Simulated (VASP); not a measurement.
# P in VASP: further runs, part 2 of 2

VASP 6.6.1. The steps go on from the part before.

## (3) Single point, PBEsol (strain +0.0100 x Voigt [0, 0, 1, 0, 0, 0])

Contents of INCAR:

```
SYSTEM = P
ALGO = Normal
EDIFF = 1E-6
ENCUT = 520
GGA = PS
ISIF = 2
ISMEAR = 0
LASPH = .True.
LCHARG = .True.
LELF = .True.
LREAL = .False.
LVHAR = .True.
LWAVE = .False.
NBANDS = 18
NELM = 60
PREC = Accurate
SIGMA = 0.05
```

Contents of KPOINTS:

```
k-points
0
Gamma
  8 1 6
  0 0 0
```

Contents of POSCAR:

```
P
1.0
    3.2843671017      0.0000000000      0.0000000000
    0.0000000000     34.8747470704      0.0000000000
    0.0000000000      0.0000000000      4.4812791797
P
4
Direct
    0.0000000000      0.9696876236      0.5826201292
    0.0000000000      0.0303123764      0.4173798708
    0.5000000000      0.0303123764      0.0826201292
    0.5000000000      0.9696876236      0.9173798708
```

Potentials or basis: VASP PAW PBE potentials, release 64 (P).

On the command line:

```bash
$ cat potpaw_PBE.64/P/POTCAR > POTCAR
$ mpirun -np 1 vasp_std > vasp.out
```

OUTCAR:

```text
SYSTEM = P
   EDIFF = 1E-6
   ENCUT = 520
   GGA = PS
   ISIF = 2
   ISMEAR = 0
   LASPH = .True.
   LREAL = .False.
   NELM = 60
   PREC = Accurate

 ion  position               nearest neighbor table
   1  0.000  0.970  0.583-   4 2.22   4 2.22   2 2.24
   2  0.000  0.030  0.417-   3 2.22   3 2.22   1 2.24
   3  0.500  0.030  0.083-   2 2.22   2 2.22   4 2.24
   4  0.500  0.970  0.917-   1 2.22   1 2.22   3 2.24

  LATTYP: Found a simple orthorhombic cell.
 ALAT       =     3.2843671017
 B/A-ratio  =     1.3644270086
 C/A-ratio  =    10.6184071361

  Lattice vectors:

 A1 = (  -3.2843671017,   0.0000000000,   0.0000000000)
 A2 = (   0.0000000000,   0.0000000000,   4.4812791797)
 A3 = (   0.0000000000,  34.8747470704,   0.0000000000)

Analysis of symmetry for initial positions (statically):
=====================================================================
 Subroutine PRICEL returns:
 Original cell was already a primitive cell.

 Routine SETGRP: Setting up the symmetry group for a
 simple orthorhombic supercell.
[... 165 lines left out ...]

  energy without entropy =      -22.83691587  energy(sigma->0) =      -22.83691587

 E-fermi :  -3.0874     XC(G=0):  -1.8016

 val. band max:       -3.3613259495   @ k =   0.0000   0.0000   0.0000
 cond. band min:      -2.5699564732   @ k =   0.0000   0.0000   0.0000
 fundamental gap:      0.7913694762
 Fermi energy:        -3.0873562004

 k-point     1 :       0.0000    0.0000    0.0000
  band No.  band energies     occupation
      1     -18.4670      2.00000
      2     -15.8319      2.00000
      3     -12.4346      2.00000
      4      -9.1288      2.00000
      5      -8.0968      2.00000
      6      -7.9190      2.00000
[... 397 lines left out ...]
      5      -8.3419      2.00000
      6      -8.3419      2.00000
[... 10 lines left out ...]
     17       2.8529      0.00000
     18       2.8529      0.00000

------------------------ aborting loop because EDIFF is reached ----------------------------------------

  FORCE on cell =-STRESS in cart. coord.  units (eV):
  Direction    XX          YY          ZZ          XY          YZ          ZX
  --------------------------------------------------------------------------------------
  -------------------------------------------------------------------------------------
  Total       -0.3539963     -0.1901497     -0.7174751      0.0000000     -0.0000000      0.0000000
  in kB       -1.1049549     -0.5935284     -2.2395082      0.0000000     -0.0000000      0.0000000
  external PRESSURE =      -1.3126638 kB  Pullay stress =       0.0000000 kB

 VOLUME and BASIS-vectors are now :
 -----------------------------------------------------------------------------
  energy-cutoff  :      520.00
  volume of cell :      513.29
      direct lattice vectors                 reciprocal lattice vectors
     3.284367102  0.000000000  0.000000000     0.304472664  0.000000000  0.000000000
     0.000000000 34.874747070  0.000000000     0.000000000  0.028674043  0.000000000
     0.000000000  0.000000000  4.481279180     0.000000000  0.000000000  0.223150569

 POSITION                                       TOTAL-FORCE (eV/Angst)
 -----------------------------------------------------------------------------------
      0.00000     33.81761      2.61088         0.000000      0.041613      0.154995
      0.00000      1.05714      1.87040        -0.000000     -0.041613     -0.154995
      1.64218      1.05714      0.37024         0.000000     -0.041613      0.154995
      1.64218     33.81761      4.11104        -0.000000      0.041613     -0.154995
 -----------------------------------------------------------------------------------
    total drift:                               -0.000000      0.000000     -0.000000

  FREE ENERGIE OF THE ION-ELECTRON SYSTEM (eV)
  ---------------------------------------------------
  free  energy   TOTEN  =       -22.8369158732 eV

  energy  without entropy=      -22.8369158732  energy(sigma->0) =      -22.83691587
```

OSZICAR:

```text
N       E                     dE             d eps       ncg     rms          rms(c)
DAV:   1     0.136354612350E+03    0.13635E+03   -0.54536E+03   720   0.716E+02
DAV:   2    -0.526331411007E+01   -0.14162E+03   -0.13171E+03  1198   0.132E+02
DAV:   3    -0.227109495993E+02   -0.17448E+02   -0.17365E+02  1028   0.559E+01
[... 14 lines left out ...]
DAV:  18    -0.228368939106E+02   -0.23586E-04   -0.41622E-07   728   0.229E-03    0.360E-03
DAV:  19    -0.228369073881E+02   -0.13477E-04   -0.29637E-07   758   0.152E-03    0.209E-03
DAV:  20    -0.228369137407E+02   -0.63527E-05   -0.21215E-07   778   0.132E-03    0.214E-03
DAV:  21    -0.228369153200E+02   -0.15793E-05   -0.26202E-08   746   0.544E-04    0.105E-03
DAV:  22    -0.228369158732E+02   -0.55325E-06   -0.51527E-09   620   0.334E-04
   1 F= -.22836916E+02 E0= -.22836916E+02  d E =-.537043E-16
```

It took 2.4 min on 1 thread of Intel Xeon 6975P-C (Granite Rapids), shared host; peak memory 0.56 GiB.

What came out:

* Free energy: -22.8369 eV
* Largest force: 0.160 eV/Å
* Band gap on the k mesh: 0.79 eV, direct

Forces in eV/Å, atoms in the order of the input:
```
P    0.000  0.042  0.155
P    0.000 -0.042 -0.155
P    0.000 -0.042  0.155
P    0.000  0.042 -0.155
```

Levels at points of the mesh, in eV from the valence-band top:
```csv
k point,band 6,band 7,band 8,band 9,band 10,band 11,band 12,band 13,band 14,band 15
"(0.00, 0.00, 0.00)",-4.56,-3.32,-1.85,-1.60,0.00,0.79,1.63,2.81,3.44,4.45
"(0.50, 0.00, 0.00)",-4.84,-2.73,-2.73,-2.01,-2.01,1.22,1.22,1.92,1.92,3.62
"(0.00, 0.00, 0.50)",-3.07,-2.42,-2.42,-1.07,-1.07,2.17,2.17,3.55,3.55,3.63
"(0.50, 0.00, 0.50)",-4.98,-4.84,-4.84,-1.24,-1.24,2.45,2.45,4.10,4.10,5.54
```

Caveat: the cell differs from its parent crystal (strain +0.0100 x Voigt [0, 0, 1, 0, 0, 0]); the PAW data sets were made with another functional, which shifts forces and pressure a little.

## (4) Single point, PBEsol (strain +0.0200 x Voigt [0, 0, 1, 0, 0, 0])

Contents of INCAR:

```
ALGO = Normal
EDIFF = 1E-7
ENCUT = 520
GGA = PS
ISIF = 2
ISMEAR = 0
LASPH = True
LCHARG = True
LELF = True
LREAL = False
LVHAR = True
LWAVE = False
NBANDS = 18
NELM = 60
PREC = Accurate
SIGMA = 0.05
```

Contents of KPOINTS:

```
k-points
0
Gamma
  8 1 6
```

Changes to POSCAR since step 3:

```diff
@@ -4,3 +4,3 @@
     0.0000000000     34.8747470704      0.0000000000
-    0.0000000000      0.0000000000      4.4812791797
+    0.0000000000      0.0000000000      4.5256482805
 P
```

On the command line:

```bash
$ cat potpaw_PBE.64/P/POTCAR > POTCAR
$ mpirun -np 1 vasp_std > vasp.out
```

Run time: 2.7 min. Hardware: 1 thread of Intel Xeon 6975P-C (Granite Rapids), shared host; peak memory 0.55 GiB.

It converged, with:

```yaml
Free_energy: -22.8267 eV
Largest_force: 0.303 eV/Å
Band_gap_on_the_k_mesh: 0.87 eV, direct
```

Forces on the atoms (eV/Å):
```
P    0.000  0.064  0.296
P    0.000 -0.064 -0.296
P    0.000 -0.064  0.296
P    0.000  0.064 -0.296
```

Levels at points of the mesh, in eV from the valence-band top:
```tsv
k point	band 8	band 9	band 10	band 11	band 12	band 13
(0.00, 0.00, 0.00)	-1.79	-1.47	0.00	0.87	1.74	2.88
(0.50, 0.00, 0.00)	-2.70	-1.96	-1.96	1.22	1.22	1.95
(0.00, 0.00, 0.50)	-2.30	-1.09	-1.09	2.23	2.23	3.60
(0.50, 0.00, 0.50)	-4.77	-1.18	-1.18	2.51	2.51	3.98
```

Caveat: the cell differs from its parent crystal (strain +0.0200 x Voigt [0, 0, 1, 0, 0, 0]); the PAW data sets were made with another functional, which shifts forces and pressure a little.

## (5) Summary

```tsv
cell	gap on the mesh (eV)	largest force (eV/Å)
a = 3.284, b = 34.875, c = 4.393 Å, 4 atoms	0.64	0.14
a = 3.284, b = 34.875, c = 4.481 Å, 4 atoms	0.79	0.16
a = 3.284, b = 34.875, c = 4.526 Å, 4 atoms	0.87	0.30
```

Alike in all rows: task single point; level PBEsol; potentials or basis VASP PAW PBE potentials, release 64 (P); no spin polarisation; k mesh 8 × 1 × 6; cutoff (eV) 520; smearing gaussian 0.05 eV.

Caveats: the PAW data sets were made with another functional, which shifts forces and pressure a little.

Absolute energies hang on the potentials; compare differences alone.
